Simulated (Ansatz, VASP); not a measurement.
## Two plane-wave programs on C

Contents of INCAR:

```
SYSTEM = C
ALGO = Normal
EDIFF = 1E-7
ENCUT = 520
GGA = CA
ISIF = 2
ISMEAR = 0
LASPH = .TRUE.
LCHARG = .FALSE.
LREAL = .FALSE.
LWAVE = .FALSE.
NBANDS = 11
NELM = 60
PREC = Accurate
SIGMA = 0.05
```

KPOINTS

```
k-points
0
G
  12 12 12
  0 0 0
```

Contents of POSCAR:

```
C
1.0
    0.0000000000      2.0107707089      1.6730671760
    1.6134724349      0.0000000000      1.6730671760
    1.6134724349      2.0107707089      0.0000000000
C
2
Direct
    0.5000000000      0.5000000000      0.5000000000
    0.7500000000      0.7500000000      0.7500000000
```

Input for Ansatz:

```yaml
crystal:
  lattice:
    - [0.0, 2.0107707089, 1.673067176]
    - [1.6134724349, 0.0, 1.673067176]
    - [1.6134724349, 2.0107707089, 0.0]
  atoms:
    - { symbol: C, position: [0.5, 0.5, 0.5] }
    - { symbol: C, position: [0.75, 0.75, 0.75] }
basis:
  ecutwfc: 520.0
kpoints:
  mp_grid: { grid: [12, 12, 12] }
hamiltonian:
  xc: lda
  pseudopotentials: { kind: paw, azcp: { folder: soft_1 } }
scf:
  occupations: { method: gaussian, width: 0.05 }
output:
  forces: true
  stress: true
  eigenvalues: true
  write_density: true
  write_potential: true
  elf: true
  volumetric_format: npy
```

Change from the starting cell: strain +e along x and -e along y -0.1125, strain +e along z and -e/2 along x and y -0.0525.

Alike in both runs: task single point; functional LDA; k mesh 12 × 12 × 12; occupations gaussian, width 0.05 eV; no spin polarisation.

```csv
,VASP,Ansatz
version,VASP 6.6.1,Ansatz 0.2.0
potentials or method,"VASP PAW LDA potentials, release 64 (C), cutoff 520 eV","scalar-relativistic, plane waves, PAW"
valence electrons in the cell,8,8
```

Ansatz gave:

```
gap on the k mesh at the Fermi level (eV)                     : 1.00
least direct gap on the mesh (eV)                             : 3.56
pressure (GPa)                                                : 8.1
traceless stress, the component that is largest in VASP (GPa) : -154.44
```

Q: Estimate VASP's values.

A: gap on the k mesh at the Fermi level (eV): 0.99; least direct gap on the mesh (eV): 3.57; pressure (GPa): 9.7; traceless stress, the component that is largest in VASP (GPa): -154.25.

Ansatz warns that its potentials were made for another functional, while VASP's fit it. LDA's correlation is that of Perdew and Zunger in VASP and of Perdew and Wang (1992) in Ansatz.
